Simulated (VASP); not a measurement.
# Sr in VASP: notebook

Runs on Sr. Level: PBE. Tasks: single point.

All numbers are computed with VASP 6.6.1; they aren't measurements. Logs are shortened: lines on timing, memory, paths and dates and some standing lists are left out, and cuts for length are marked.

### 1 The cell of the first run

The cell holds a wire or tube with vacuum around it, 4 atoms: a = 13.000 Å, b = 9.300 Å, c = 7.669 Å, α = 90.00°, β = 90.00°, γ = 90.00°.

### 2 Single point, PBE, collinear spin

The input, INCAR:

```
SYSTEM = Sr
ALGO = Normal
EDIFF = 1E-6
ENCUT = 520
GGA = PE
ISIF = 2
ISMEAR = 0
ISPIN = 2
LASPH = .True.
LCHARG = .False.
LORBIT = 11
LREAL = .False.
LWAVE = .False.
MAGMOM = 0.5 0.5 0.5 0.5
NBANDS = 32
NELM = 150
PREC = Accurate
SIGMA = 0.05
```

The input, KPOINTS:

```
k-points
0
Gamma
  1 1 9
  0 0 0
```

The input, POSCAR:

```
Sr
1.0
   13.0000000000      0.0000000000      0.0000000000
    0.0000000000      9.3000000000      0.0000000000
    0.0000000000      0.0000000000      7.6693878699
Sr
4
Direct
    0.3451373603      0.5000000000      0.0000000000
    0.3451373603      0.5000000000      0.5000000000
    0.6548626397      0.5000000000      0.0000000000
    0.6548626397      0.5000000000      0.5000000000
```

Potentials or basis: VASP PAW PBE potentials, release 64 (Sr_sv).

On the command line:

```
> cat potpaw_PBE.64/Sr_sv/POTCAR > POTCAR
> mpirun -np 1 vasp_std > vasp.out
```

OUTCAR:

```text
SYSTEM = Sr
   EDIFF = 1E-6
   ENCUT = 520
   GGA = PE
   ISIF = 2
   ISMEAR = 0
   ISPIN = 2
   LASPH = .True.
   LORBIT = 11
   LREAL = .False.
   NELM = 150
   PREC = Accurate

 ion  position               nearest neighbor table
   1  0.345  0.500  0.000-   2 3.83   2 3.83   3 4.03
   2  0.345  0.500  0.500-   1 3.83   1 3.83   4 4.03
   3  0.655  0.500  0.000-   4 3.83   4 3.83   1 4.03
   4  0.655  0.500  0.500-   3 3.83   3 3.83   2 4.03

  LATTYP: Found a simple orthorhombic cell.
 ALAT       =     7.6693878699
 B/A-ratio  =     1.2126130739
 C/A-ratio  =     1.6950505334

  Lattice vectors:

 A1 = (   0.0000000000,   0.0000000000,  -7.6693878699)
 A2 = (   0.0000000000,   9.3000000000,   0.0000000000)
 A3 = (  13.0000000000,   0.0000000000,   0.0000000000)

Analysis of symmetry for initial positions (statically):
=====================================================================
 Subroutine PRICEL returns following result:

  LATTYP: Found a simple orthorhombic cell.
 ALAT       =     3.8346939350
 B/A-ratio  =     2.4252261478
 C/A-ratio  =     3.3901010669
[... 12 lines left out ...]
 Subroutine GETGRP returns: Found  8 space group operations
 (whereof  8 operations were pure point group operations)
 out of a pool of  8 trial point group operations.

The static configuration has the point symmetry D_2h.

Analysis of symmetry for dynamics (positions and initial velocities):
=====================================================================
 Subroutine PRICEL returns following result:

  LATTYP: Found a simple orthorhombic cell.
 ALAT       =     3.8346939350
 B/A-ratio  =     2.4252261478
 C/A-ratio  =     3.3901010669
[... 12 lines left out ...]
 Subroutine GETGRP returns: Found  8 space group operations
 (whereof  8 operations were pure point group operations)
 out of a pool of  8 trial point group operations.

The dynamic configuration has the point symmetry D_2h.

Analysis of structural, dynamic, and magnetic symmetry:
=====================================================================
 Subroutine PRICEL returns following result:

  LATTYP: Found a simple orthorhombic cell.
 ALAT       =     3.8346939350
 B/A-ratio  =     2.4252261478
 C/A-ratio  =     3.3901010669
[... 12 lines left out ...]
 Subroutine GETGRP returns: Found  8 space group operations
 (whereof  8 operations were pure point group operations)
 out of a pool of  8 trial point group operations.

The overall configuration has the point symmetry D_2h.

 Subroutine INISYM returns: Found  8 space group operations
 (whereof  8 operations are pure point group operations),
 and found     2 'primitive' translations

----------------------------------------------------------------------------------------

                                     Primitive cell

  volume of cell :     463.6145

  direct lattice vectors                    reciprocal lattice vectors
     0.000000000  0.000000000 -3.834693935     0.000000000  0.000000000 -0.260777005
     0.000000000  9.300000000  0.000000000     0.000000000  0.107526882  0.000000000
    13.000000000  0.000000000  0.000000000     0.076923077  0.000000000  0.000000000

  length of vectors
     3.834693935  9.300000000 13.000000000     0.260777005  0.107526882  0.076923077

  position of ions in fractional coordinates (direct lattice)
     0.000000000  0.500000000  0.345137360
     0.000000000  0.500000000  0.654862640

  ion indices of the primitive-cell ions
   primitive index   ion index
                 1           1
                 2           3

----------------------------------------------------------------------------------------

 KPOINTS: k-points

Automatic generation of k-mesh.
 Grid dimensions read from file:
 generate k-points for:    1    1    9

 Generating k-lattice:

  Cartesian coordinates                     Fractional coordinates (reciprocal lattice)
     0.076923077  0.000000000  0.000000000     1.000000000  0.000000000  0.000000000
     0.000000000  0.107526882  0.000000000     0.000000000  1.000000000  0.000000000
     0.000000000  0.000000000  0.014487611     0.000000000  0.000000000  0.111111111

  Length of vectors
     0.076923077  0.107526882  0.014487611

  Shift w.r.t. Gamma in fractional coordinates (k-lattice)
     0.000000000  0.000000000  0.000000000

 Subroutine IBZKPT returns following result:
 ===========================================

 Found      5 irreducible k-points:

 Following reciprocal coordinates:
            Coordinates               Weight
  0.000000  0.000000  0.000000      1.000000
  0.000000  0.000000  0.111111      2.000000
  0.000000  0.000000  0.222222      2.000000
  0.000000  0.000000  0.333333      2.000000
  0.000000  0.000000  0.444444      2.000000
   k-points           NKPTS =      5   k-points in BZ     NKDIM =      5   number of bands    NBANDS=     32
   number of dos      NEDOS =    301   number of ions     NIONS =      4
   total plane-waves  NPLWV = 411600
   dimension x,y,z NGX =    98 NGY =   70 NGZ =   60
   dimension x,y,z NGXF=   196 NGYF=  140 NGZF=  120
   ions per type =               4
   NGX,Y,Z   is equivalent  to a cutoff of  12.53, 12.51, 13.01 a.u.
   NGXF,Y,Z  is equivalent  to a cutoff of  25.06, 25.03, 26.01 a.u.
 SYSTEM =  Sr
   PREC   = accura    normal or accurate (medium, high low for compatibility)
   ISTART =      0    job   : 0-new  1-cont  2-samecut
   ICHARG =      2    charge: 1-file 2-atom 10-const
   ISPIN  =      2    spin polarized calculation?
   LNONCOLLINEAR =      F non collinear calculations
   LSORBIT =      F    spin-orbit coupling
   LASPH  =      T    aspherical Exc in radial PAW
   ENCUT  =  520.0 eV  38.22 Ry    6.18 a.u.  24.17 17.29 14.26*2*pi/ulx,y,z
   NELM   =    150;   NELMIN=  2; NELMDL= -5     # of ELM steps
   EDIFF  = 0.1E-05   stopping-criterion for ELM
   LREAL  =      F    real-space projection
   EDIFFG = 0.1E-04   stopping-criterion for IOM
   NSW    =      0    number of steps for IOM
   IBRION =     -1    ionic relax: 0-MD 1-quasi-New 2-CG
   NFREE  =      0    steps in history (QN), initial steepest desc. (CG)
   ISIF   =      2    stress and relaxation
   ISYM   =      2    0-nonsym 1-usesym 2-fastsym
   POTIM  = 0.5000    time-step for ionic-motion
   TEBEG  =    0.0;   TEEND  =   0.0 temperature during run
   PSTRESS=    0.0 pullay stress
   NELECT =      40.0000    total number of electrons
   NUPDOWN=      -1.0000    fix difference up-down
   EMIN   =  10.00;   EMAX   =-10.00  energy-range for DOS
   EFERMI =   0.00;   METHOD = LEGACY
   ISMEAR =     0;   SIGMA  =   0.05  broadening in eV -4-tet -1-fermi 0-gaus
   EFERMI_NEDOS =   21; number of points for ismear=-14 and -15
   IALGO  =     38    algorithm
   IMIX   =      4    mixing-type and parameters
     AMIX     =   0.40;   BMIX     =  1.00
     AMIX_MAG =   1.60;   BMIX_MAG =  1.00
  volume/ion in A,a.u.               =     231.81      1564.31
  Fermi-wavevector in a.u.,A,eV,Ry     =   0.574159  1.085004  4.485284  0.329659
  Thomas-Fermi vector in A             =   1.615735
   LORBIT       =     11    0 simple, 1 ext, 2 COOP (PROOUT), +10 PAW based schemes
   GGA     = PE    functional components
   LHFCALC =     F    Hartree Fock is set to
   AEXX    =    0.0000 exact exchange contribution
   IVDW    =     0    specifies the selected vdW correction
   LEPSILON=     F    determine dielectric tensor
   LRPA    =     F    only Hartree local field effects (RPA)
 spin polarized calculation
 Gauss-broadening in eV      SIGMA  =   0.05
  energy-cutoff  :      520.00
  volume of cell :      927.23
 maximum number of plane-waves:     25001
 NGX is ok and might be reduce to    98
   NGX = 49   NGY = 35   NGZ = 29

 number of electron      39.9999999 magnetization       1.1126558

 Free energy of the ion-electron system (eV)
  ---------------------------------------------------
  ext. energy  EPLUGINS =         0.00000000
  ---------------------------------------------------
  free energy    TOTEN  =        -1.73145124 eV

  energy without entropy =       -1.71181784  energy(sigma->0) =       -1.72163454

 E-fermi :  -1.1853     XC(G=0):  -3.1298

 val. band max:       -1.1887101968   @ k =   0.0000   0.0000   0.1111
 cond. band min:      -1.1710055708   @ k =   0.0000   0.0000   0.2222
 fundamental gap:      0.0177046260
 Fermi energy:        -1.1853481142

 spin component 1

 k-point     1 :       0.0000    0.0000    0.0000
  band No.  band energies     occupation
      1     -38.8717      1.00000
      2     -38.8667      1.00000
      3     -38.8535      1.00000
      4     -38.8487      1.00000
      5     -20.9472      1.00000
      6     -20.9382      1.00000
[... 164 lines left out ...]
     31      -0.0854      0.00000
     32      -0.0048      0.00000
 Fermi energy:        -1.1853481142

 spin component 2

 k-point     1 :       0.0000    0.0000    0.0000
  band No.  band energies     occupation
      1     -38.8376      1.00000
      2     -38.8329      1.00000
      3     -38.8192      1.00000
      4     -38.8147      1.00000
      5     -20.9338      1.00000
      6     -20.9252      1.00000
[... 164 lines left out ...]
     31       0.0749      0.00000
     32       0.0822      0.00000

------------------------ aborting loop because EDIFF is reached ----------------------------------------

  FORCE on cell =-STRESS in cart. coord.  units (eV):
  Direction    XX          YY          ZZ          XY          YZ          ZX
  --------------------------------------------------------------------------------------
  -------------------------------------------------------------------------------------
  Total       -0.0320667     -0.7934268      5.0052209      0.0000000      0.0000000      0.0000000
  in kB       -0.0554086     -1.3709779      8.6486202      0.0000000      0.0000000      0.0000000
  external PRESSURE =       2.4074112 kB  Pullay stress =       0.0000000 kB

 VOLUME and BASIS-vectors are now :
 -----------------------------------------------------------------------------
  energy-cutoff  :      520.00
  volume of cell :      927.23
      direct lattice vectors                 reciprocal lattice vectors
    13.000000000  0.000000000  0.000000000     0.076923077  0.000000000  0.000000000
     0.000000000  9.300000000  0.000000000     0.000000000  0.107526882  0.000000000
     0.000000000  0.000000000  7.669387870     0.000000000  0.000000000  0.130388503

 POSITION                                       TOTAL-FORCE (eV/Angst)
 -----------------------------------------------------------------------------------
      4.48679      4.65000      0.00000         0.016679      0.000000     -0.000000
      4.48679      4.65000      3.83469         0.016679     -0.000000     -0.000000
      8.51321      4.65000      0.00000        -0.016679     -0.000000      0.000000
      8.51321      4.65000      3.83469        -0.016679      0.000000      0.000000
 -----------------------------------------------------------------------------------
    total drift:                               -0.000000     -0.000000      0.000000

  FREE ENERGIE OF THE ION-ELECTRON SYSTEM (eV)
  ---------------------------------------------------
  free  energy   TOTEN  =        -1.7314512406 eV

  energy  without entropy=       -1.7118178432  energy(sigma->0) =       -1.72163454

 total charge

# of ion       s       p       d       tot
------------------------------------------
    1        2.096   5.680   0.098   7.874
    2        2.096   5.680   0.098   7.874
    3        2.096   5.680   0.098   7.874
    4        2.096   5.680   0.098   7.874
--------------------------------------------------
tot          8.383  22.719   0.393  31.495

 magnetization (x)

# of ion       s       p       d       tot
------------------------------------------
    1        0.004   0.006   0.041   0.051
    2        0.004   0.006   0.041   0.051
    3        0.004   0.006   0.041   0.051
    4        0.004   0.006   0.041   0.051
--------------------------------------------------
tot          0.016   0.024   0.163   0.203
```

Run time: 19 min. Hardware: 1 thread of Intel Xeon 8259CL, shared host; peak memory 1.2 GiB.

Results:

```yaml
Free_energy: -1.7315 eV
Largest_force: 0.017 eV/Å
Net_moment: 1.11 μB per cell
Site_moments: Sr +0.05 μB
Valence_electrons_inside_the_program's_atomic_spheres: Sr 7.87
```

Forces on the atoms (eV/Å):
```
Sr   0.017  0.000  0.000
Sr   0.017  0.000  0.000
Sr  -0.017  0.000  0.000
Sr  -0.017  0.000  0.000
```

Levels at points of the mesh, in eV from the Fermi level:
Spin up:
```tsv
k point	band 18	band 19	band 20	band 21	band 22	band 23	band 24	band 25
(0.00, 0.00, 0.00)	-1.72	-0.36	-0.20	-0.01	0.04	0.26	0.42	0.50
```
Spin down:
```tsv
k point	band 16	band 17	band 18	band 19	band 20	band 21	band 22	band 23
(0.00, 0.00, 0.00)	-19.39	-2.52	-1.63	-0.13	0.12	0.15	0.24	0.34
```

### 3 Single point, PBE, collinear spin

This run uses another cell than the first one.

The input, INCAR:

```
PREC = Accurate
ENCUT = 520
EDIFF = 1E-6
ISMEAR = 0
SIGMA = 0.05
LREAL = F
LASPH = T
NELM = 150
ALGO = Normal
ISIF = 2
LWAVE = F
LCHARG = F
ISPIN = 2
MAGMOM = 0.5 0.5 0.5 0.5
LORBIT = 11
GGA = PE
NBANDS = 32
```

The input, KPOINTS:

```
Automatic mesh
0
Gamma
  1 1 9
```

The input, POSCAR:

```
Sr
1.0
   13.0000000000      0.0000000000      0.0000000000
    0.0000000000      9.3000000000      0.0000000000
    0.0000000000      0.0000000000      8.5498618226
Sr
4
Direct
    0.3443990754      0.5000000000      0.0000000000
    0.3443990754      0.5000000000      0.5000000000
    0.6556009246      0.5000000000      0.0000000000
    0.6556009246      0.5000000000      0.5000000000
```

Potentials or basis: VASP PAW PBE potentials, release 64 (Sr_sv).

On the command line:

```
> cat potpaw_PBE.64/Sr_sv/POTCAR > POTCAR
> mpirun -np 1 vasp_std > vasp.out
```

It took 9.5 min on 1 thread of Intel Xeon Platinum 8175M at 2.50GHz (Skylake/Cascade Lake), shared host; peak memory 1.3 GiB.

It converged, with:

- Free energy: -1.9958 eV
- Net moment: 0.00 μB per cell
- Valence electrons inside the program's atomic spheres: Sr 7.84

Levels at points of the mesh, in eV from the Fermi level:
Spin up:
```
           k point  band 18  band 19  band 20  band 21  band 22  band 23
(0.00, 0.00, 0.00)    -1.56    -0.59    -0.28     0.12     0.13     0.38
```
Spin down:
| k point | band 18 | band 19 | band 20 | band 21 | band 22 | band 23 |
| --- | --- | --- | --- | --- | --- | --- |
| (0.00, 0.00, 0.00) | -1.56 | -0.59 | -0.28 | 0.12 | 0.13 | 0.38 |
